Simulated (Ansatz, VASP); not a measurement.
Two plane-wave programs on SiO2

```
Si O
1.0
    -4.46937    4.46937    2.61574
     4.46937   -4.46937    2.61574
     4.46937    4.46937   -2.61574
Si O
4 8
Direct
  0.17696 0.17696 0.35393
  0.82304 0.17696 0.00000
  0.17696 0.82304 0.00000
  0.82304 0.82304 0.64607
  0.50000 0.50000 0.50000
  0.00000 0.50000 0.00000
  0.50000 0.00000 0.00000
  0.00000 0.00000 0.50000
  0.00000 0.20884 0.20884
  0.79116 0.00000 0.79116
  0.20884 0.00000 0.20884
  0.00000 0.79116 0.79116
```

Alike in both runs: task single point; functional r2SCAN; k mesh 6 × 6 × 6; occupations gaussian, width 0.02 eV; no spin polarisation.

```csv
,VASP,Ansatz
version,VASP 6.6.1,Ansatz 0.2.0
potentials or method,"VASP PAW PBE potentials, release 64 (Si, O), cutoff 520 eV","scalar-relativistic, plane waves, PAW"
valence electrons in the cell,64,64
```

Ansatz gave:

* gap on the k mesh at the Fermi level (eV): 6.08
* least direct gap on the mesh (eV): 6.08
* pressure (GPa): 0.0
* rms of the force components (eV/Å): 0.000

Question: Estimate VASP's values.

Answer: gap on the k mesh at the Fermi level (eV): 6.07; least direct gap on the mesh (eV): 6.07; pressure (GPa): 0.1; rms of the force components (eV/Å): 0.011.

VASP's potentials were made for PBE, not for r2SCAN. Atom by atom the forces differ by 0.011 eV/Å (rms over components).
